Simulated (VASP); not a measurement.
# TlAgTe2 (I-4m2) in VASP: single point with LDA

Aim: the single point of TlAgTe2 with LDA.

Everything below comes from runs of VASP 6.6.1. Logs are shortened: lines on timing, memory, paths and dates and some standing lists are left out, and cuts for length are marked.

## 1. The cell of the first run

Symmetry: I-4m2, No. 119, tetragonal system. Conventional cell: a = 3.907 Å, b = 3.907 Å, c = 15.169 Å, α = 90.00°, β = 90.00°, γ = 90.00°. Tl (site symmetry -4m2) has 8 Te at 3.40 Å and 4 Tl at 3.91 Å and 4 Ag at 4.27 Å within 4.5 Å. Within 3.5 Å of Ag (site symmetry -4m2) lie 4 Te at 2.66 Å. Within 3.5 Å of Te (site symmetry 2mm) lie 2 Ag at 2.66 Å and 4 Tl at 3.40 Å.

## 2. Single point, LDA (28.94 Å³/atom)

INCAR

```
ALGO = Normal
EDIFF = 1E-7
ENCUT = 520
ISIF = 2
ISMEAR = -1
LASPH = True
LCHARG = True
LELF = True
LREAL = False
LVHAR = True
LWAVE = False
NBANDS = 26
NELM = 100
PREC = Accurate
SIGMA = 0.05
```

KPOINTS

```
k-points
0
Gamma
  13 13 13
```

POSCAR

```
TlAgTe2
1.0
   -1.9534447671      1.9534447671      7.5845483049
    1.9534447671     -1.9534447671      7.5845483049
    1.9534447671      1.9534447671     -7.5845483049
Tl Ag Te
1 1 2
Direct
    0.0000000000      0.0000000000      0.0000000000
    0.7500000000      0.2500000000      0.5000000000
    0.3690000000      0.3690000000      0.0000000000
    0.6310000000      0.6310000000      0.0000000000
```

Potentials or basis: VASP PAW LDA potentials, release 64 (Tl_d, Ag, Te).

Command:

```sh
$ cat potpaw_LDA.64/Tl_d/POTCAR potpaw_LDA.64/Ag/POTCAR potpaw_LDA.64/Te/POTCAR > POTCAR
$ mpirun -np 1 vasp_std > vasp.out
```

OUTCAR:

```text
EDIFF = 1E-7
   ENCUT = 520
   ISIF = 2
   ISMEAR = -1
   LASPH = True
   LREAL = False
   NELM = 100
   PREC = Accurate

 ion  position               nearest neighbor table
   1  0.000  0.000  0.000-   4 3.40   3 3.40   4 3.40   3 3.40   4 3.40   3 3.40   3 3.40   4 3.40

   2  0.750  0.250  0.500-   3 2.66   4 2.66   3 2.66   4 2.66
   3  0.369  0.369  0.000-   2 2.66   2 2.66   1 3.40   1 3.40   1 3.40   1 3.40
   4  0.631  0.631  0.000-   2 2.66   2 2.66   1 3.40   1 3.40   1 3.40   1 3.40

  LATTYP: Found a body centered tetragonal cell.
 ALAT       =     3.9068895342
 C/A-ratio  =     3.8826530612

  Lattice vectors:

 A1 = (  -1.9534447671,   1.9534447671,   7.5845483049)
 A2 = (   1.9534447671,  -1.9534447671,   7.5845483049)
 A3 = (   1.9534447671,   1.9534447671,  -7.5845483049)

Analysis of symmetry for initial positions (statically):
=====================================================================
 Subroutine PRICEL returns:
 Original cell was already a primitive cell.

 Routine SETGRP: Setting up the symmetry group for a
 body centered tetragonal supercell.

 Subroutine GETGRP returns: Found  8 space group operations
 (whereof  8 operations were pure point group operations)
 out of a pool of 16 trial point group operations.

The static configuration has the point symmetry D_2d.

Analysis of symmetry for dynamics (positions and initial velocities):
=====================================================================
 Subroutine PRICEL returns:
 Original cell was already a primitive cell.

 Routine SETGRP: Setting up the symmetry group for a
 body centered tetragonal supercell.

 Subroutine GETGRP returns: Found  8 space group operations
 (whereof  8 operations were pure point group operations)
 out of a pool of 16 trial point group operations.

The dynamic configuration has the point symmetry D_2d.

 Subroutine INISYM returns: Found  8 space group operations
 (whereof  8 operations are pure point group operations),
 and found     1 'primitive' translations

----------------------------------------------------------------------------------------

                                     Primitive cell

  volume of cell :     115.7689

  direct lattice vectors                    reciprocal lattice vectors
    -1.953444767  1.953444767  7.584548305     0.000000000  0.255958094  0.065923504
     1.953444767 -1.953444767  7.584548305     0.255958094  0.000000000  0.065923504
     1.953444767  1.953444767 -7.584548305     0.255958094  0.255958094  0.000000000

  length of vectors
     8.072005073  8.072005073  8.072005073     0.264311283  0.264311283  0.361979408

  position of ions in fractional coordinates (direct lattice)
     0.000000000  0.000000000  0.000000000
     0.750000000  0.250000000  0.500000000
     0.369000000  0.369000000  0.000000000
     0.631000000  0.631000000  0.000000000

  ion indices of the primitive-cell ions
   primitive index   ion index
                 1           1
                 2           2
                 3           3
                 4           4

----------------------------------------------------------------------------------------

 KPOINTS: k-points

Automatic generation of k-mesh.
 Grid dimensions read from file:
 generate k-points for:   13   13   13

 Generating k-lattice:

  Cartesian coordinates                     Fractional coordinates (reciprocal lattice)
     0.000000000  0.019689084  0.005071039     0.076923077 -0.000000000  0.000000000
     0.019689084  0.000000000  0.005071039    -0.000000000  0.076923077  0.000000000
     0.019689084  0.019689084  0.000000000     0.000000000  0.000000000  0.076923077

  Length of vectors
     0.020331637  0.020331637  0.027844570

  Shift w.r.t. Gamma in fractional coordinates (k-lattice)
     0.000000000  0.000000000  0.000000000

 Subroutine IBZKPT returns following result:
 ===========================================

 Found    196 irreducible k-points:

 Following reciprocal coordinates:
            Coordinates               Weight
  0.000000  0.000000  0.000000      1.000000
  0.076923  0.000000  0.000000      8.000000
  0.153846  0.000000  0.000000      8.000000
  0.230769  0.000000  0.000000      8.000000
  0.307692  0.000000  0.000000      8.000000
  0.384615 -0.000000  0.000000      8.000000
[... 16 lines left out ...]
  0.384615  0.153846  0.000000     16.000000
  0.461538  0.153846  0.000000     16.000000
 [... further k-points ...]
   k-points           NKPTS =    196   k-points in BZ     NKDIM =    196   number of bands    NBANDS=     26
   number of dos      NEDOS =    301   number of ions     NIONS =      4
   total plane-waves  NPLWV = 216000
   dimension x,y,z NGX =    60 NGY =   60 NGZ =   60
   dimension x,y,z NGXF=   120 NGYF=  120 NGZF=  120
   ions per type =               1   1   2
   NGX,Y,Z   is equivalent  to a cutoff of  12.36, 12.36, 12.36 a.u.
   NGXF,Y,Z  is equivalent  to a cutoff of  24.71, 24.71, 24.71 a.u.
 SYSTEM =  unknown system
   PREC   = accura    normal or accurate (medium, high low for compatibility)
   ISTART =      0    job   : 0-new  1-cont  2-samecut
   ICHARG =      2    charge: 1-file 2-atom 10-const
   ISPIN  =      1    spin polarized calculation?
   LNONCOLLINEAR =      F non collinear calculations
   LSORBIT =      F    spin-orbit coupling
   LASPH  =      T    aspherical Exc in radial PAW
   ENCUT  =  520.0 eV  38.22 Ry    6.18 a.u.  15.01 15.01 15.01*2*pi/ulx,y,z
   NELM   =    100;   NELMIN=  2; NELMDL= -5     # of ELM steps
   EDIFF  = 0.1E-06   stopping-criterion for ELM
   LREAL  =      F    real-space projection
   EDIFFG = 0.1E-05   stopping-criterion for IOM
   NSW    =      0    number of steps for IOM
   IBRION =     -1    ionic relax: 0-MD 1-quasi-New 2-CG
   NFREE  =      0    steps in history (QN), initial steepest desc. (CG)
   ISIF   =      2    stress and relaxation
   ISYM   =      2    0-nonsym 1-usesym 2-fastsym
   POTIM  = 0.5000    time-step for ionic-motion
   TEBEG  =    0.0;   TEEND  =   0.0 temperature during run
   PSTRESS=    0.0 pullay stress
   NELECT =      36.0000    total number of electrons
   NUPDOWN=      -1.0000    fix difference up-down
   EMIN   =  10.00;   EMAX   =-10.00  energy-range for DOS
   EFERMI =   0.00;   METHOD = LEGACY
   ISMEAR =    -1;   SIGMA  =   0.05  broadening in eV -4-tet -1-fermi 0-gaus
   EFERMI_NEDOS =   21; number of points for ismear=-14 and -15
   IALGO  =     38    algorithm
   IMIX   =      4    mixing-type and parameters
     AMIX     =   0.40;   BMIX     =  1.00
     AMIX_MAG =   1.60;   BMIX_MAG =  1.00
  volume/ion in A,a.u.               =      28.94       195.31
  Fermi-wavevector in a.u.,A,eV,Ry     =   1.109119  2.095932 16.737153  1.230146
  Thomas-Fermi vector in A             =   2.245655
   LORBIT       =      0    0 simple, 1 ext, 2 COOP (PROOUT), +10 PAW based schemes
   GGA     = CA    functional components
   LHFCALC =     F    Hartree Fock is set to
   AEXX    =    0.0000 exact exchange contribution
   IVDW    =     0    specifies the selected vdW correction
   LEPSILON=     F    determine dielectric tensor
   LRPA    =     F    only Hartree local field effects (RPA)
 non-spin polarized calculation
  energy-cutoff  :      520.00
  volume of cell :      115.77
 maximum number of plane-waves:      3138
   NGX = 29   NGY = 29   NGZ = 29

 number of electron      35.9999999 magnetization

 Free energy of the ion-electron system (eV)
  ---------------------------------------------------
  ext. energy  EPLUGINS =         0.00000000
  ---------------------------------------------------
  free energy    TOTEN  =       -14.09472654 eV

  energy without entropy =      -14.06897257  energy(sigma->0) =      -14.08184955

 E-fermi :   5.5321     XC(G=0): -10.0015

 val. band max:        5.5279395977   @ k =   0.3846  -0.0000   0.0000
 cond. band min:       5.5332109336   @ k =  -0.3077  -0.4615   0.1538
 fundamental gap:      0.0052713358
 Fermi energy:         5.5321389484

 k-point     1 :       0.0000    0.0000    0.0000
  band No.  band energies     occupation
      1      -6.3471      2.00000
      2      -5.4936      2.00000
      3      -5.4388      2.00000
      4      -5.3441      2.00000
      5      -5.2793      2.00000
      6      -5.2793      2.00000
[... 18 lines left out ...]
     25      11.6300      0.00000
     26      11.8896      0.00000

 k-point     2 :       0.0769    0.0000    0.0000
  band No.  band energies     occupation
      1      -6.3070      2.00000
      2      -5.5394      2.00000
      3      -5.4323      2.00000
      4      -5.3395      2.00000
      5      -5.2784      2.00000
      6      -5.2458      2.00000
[... 18 lines left out ...]
     25      11.9000      0.00000
     26      12.2310      0.00000

 k-point     3 :       0.1538    0.0000    0.0000
  band No.  band energies     occupation
      1      -6.1914      2.00000
      2      -5.6147      2.00000
      3      -5.4151      2.00000
      4      -5.3247      2.00000
      5      -5.2757      2.00000
      6      -5.2580      2.00000
[... 18 lines left out ...]
     25      12.0288      0.00000
     26      12.5379      0.00000

 k-point     4 :       0.2308    0.0000    0.0000
  band No.  band energies     occupation
      1      -6.0173      2.00000
      2      -5.6777      2.00000
      3      -5.3968      2.00000
      4      -5.2978      2.00000
      5      -5.2752      2.00000
      6      -5.2720      2.00000
[... 18 lines left out ...]
     25      12.4933      0.00000
     26      13.0909      0.00000
[... 496 lines left out ...]
      1      -5.7749      2.00000
      2      -5.6459      2.00000
      3      -5.3417      2.00000
      4      -5.2976      2.00000
      5      -5.2634      2.00000
      6      -5.2124      2.00000
[... 18 lines left out ...]
     25      12.5928      0.00000
     26      13.3831      0.00000

 k-point    23 :       0.3846    0.1538    0.0000
  band No.  band energies     occupation
      1      -5.7377      2.00000
      2      -5.5992      2.00000
      3      -5.3342      2.00000
      4      -5.2911      2.00000
      5      -5.2321      2.00000
      6      -5.1378      2.00000
[... 18 lines left out ...]
     25      12.6324      0.00000
     26      13.3842      0.00000

 k-point    24 :       0.4615    0.1538    0.0000
  band No.  band energies     occupation
      1      -5.7318      2.00000
      2      -5.5737      2.00000
      3      -5.3310      2.00000
      4      -5.2868      2.00000
      5      -5.2132      2.00000
      6      -5.0769      2.00000
[... 18 lines left out ...]
     25      12.5844      0.00000
     26      13.3570      0.00000

 [... further k-points ...]
[... 5 lines left out ...]
  --------------------------------------------------------------------------------------
  -------------------------------------------------------------------------------------
  Total       -1.3475849     -1.3475849      0.7173869      0.0000000      0.0000000     -0.0000000
  in kB      -18.6498241    -18.6498241      9.9282342      0.0000000      0.0000000     -0.0000000
  external PRESSURE =      -9.1238047 kB  Pullay stress =       0.0000000 kB

 VOLUME and BASIS-vectors are now :
 -----------------------------------------------------------------------------
  energy-cutoff  :      520.00
  volume of cell :      115.77
      direct lattice vectors                 reciprocal lattice vectors
    -1.953444767  1.953444767  7.584548305     0.000000000  0.255958094  0.065923504
     1.953444767 -1.953444767  7.584548305     0.255958094  0.000000000  0.065923504
     1.953444767  1.953444767 -7.584548305     0.255958094  0.255958094  0.000000000

 POSITION                                       TOTAL-FORCE (eV/Angst)
 -----------------------------------------------------------------------------------
      0.00000      0.00000      0.00000        -0.000000      0.000000     -0.000000
     -0.00000      1.95344      3.79227        -0.000000      0.000000     -0.000000
      0.00000      0.00000      5.59740         0.000000     -0.000000      0.198506
      0.00000      0.00000      9.57170         0.000000     -0.000000     -0.198506
 -----------------------------------------------------------------------------------
    total drift:                                0.000000     -0.000000      0.000000

  FREE ENERGIE OF THE ION-ELECTRON SYSTEM (eV)
  ---------------------------------------------------
  free  energy   TOTEN  =       -14.0947265391 eV

  energy  without entropy=      -14.0689725653  energy(sigma->0) =      -14.08184955
```

It took 13 min on 1 thread of Intel Xeon 6975P-C (Granite Rapids), shared host; peak memory 0.84 GiB.

What came out:

```
Free energy            : -14.0947 eV
Pressure               : -0.9 GPa
Largest force          : 0.199 eV/Å
Band gap on the k mesh : zero (bands 18 and 19 overlap by 1.72 eV)
```

Forces on the atoms (eV/Å):
```
Tl   0.000  0.000  0.000
Ag   0.000  0.000  0.000
Te   0.000  0.000  0.199
Te   0.000  0.000 -0.199
```

Caveat: spin-orbit coupling is left out, which moves the levels of the heavy elements.
